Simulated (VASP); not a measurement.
Write the native input for VASP 6.6.1 that does the following.

```yaml
Task: single point
Functional: PBE
Potentials_or_basis: VASP PAW PBE potentials, release 64 (Si, Ge_d)
Cutoff: 520 eV
k_mesh: 2 × 2 × 2
Occupations: fermi-dirac, width 0.05 eV
Spin: no spin polarisation
Dipole_correction: no
Further_INCAR_settings: LREAL = Auto; ALGO = Normal; EDIFF = 1e-06; NBANDS = 53
```

The structure of Si16Ge (a cell with a defect) lies in POSCAR:

```
Si16Ge
1.0
    0.0000000000      5.4300000000      5.4300000000
    5.4300000000      0.0000000000      5.4300000000
    5.4300000000      5.4300000000      0.0000000000
Si Ge
16 1
Direct
   -0.0432044199      0.1317863720     -0.0516574586
    0.1297605893      0.0601289134      0.1610681400
   -0.0082596685     -0.0539502762      0.5389042357
    0.1066114180      0.1522651934      0.5962799263
   -0.0029189687      0.4313167587      0.0519429098
    0.1768232044      0.7419429098      0.1045948435
   -0.0314732965      0.5449355433      0.4551749540
    0.1109208103      0.5513812155      0.6727992634
    0.4925966851     -0.0038121547     -0.0195764273
    0.6121546961      0.1691896869      0.0818047882
    0.4565745856      0.0394843462      0.4689134438
    0.6182504604      0.0862430939      0.6228729282
    0.4898434622      0.5473204420     -0.0737476980
    0.6167034991      0.5926519337      0.1449539595
    0.5155985267      0.4804051565      0.4886372007
    0.6226611418      0.6901565378      0.5528084715
    0.9296040516      0.8144843462      0.9565653775
```

The input as run:

INCAR

```
PREC = Accurate
ENCUT = 520
EDIFF = 1E-6
ISMEAR = -1
SIGMA = 0.05
LREAL = Auto
LASPH = True
NELM = 60
ALGO = Normal
ISIF = 2
LWAVE = False
LCHARG = True
GGA = PE
LELF = True
LVHAR = True
NBANDS = 53
```

KPOINTS

```
regular mesh
0
Gamma
  2 2 2
```

Potentials or basis: VASP PAW PBE potentials, release 64 (Si, Ge_d).

Command:

```bash
$ cat potpaw_PBE.64/Si/POTCAR potpaw_PBE.64/Ge_d/POTCAR > POTCAR
$ mpirun -np 1 vasp_std > vasp.out
```

It gave:

```
Pressure               : 4.7 GPa
Largest force          : 3.319 eV/Å
Band gap on the k mesh : zero (band 39 reaches 6.83 eV, above the bottom of band 40 at 6.58 eV)
```

Caveat: the k points lie up to 0.50 Å⁻¹ apart.

Wall time 3.1 min on 1 thread of Intel(R) Xeon(R) 6975P-C (Granite Rapids), with other jobs on the host, peak memory 0.48 GiB.
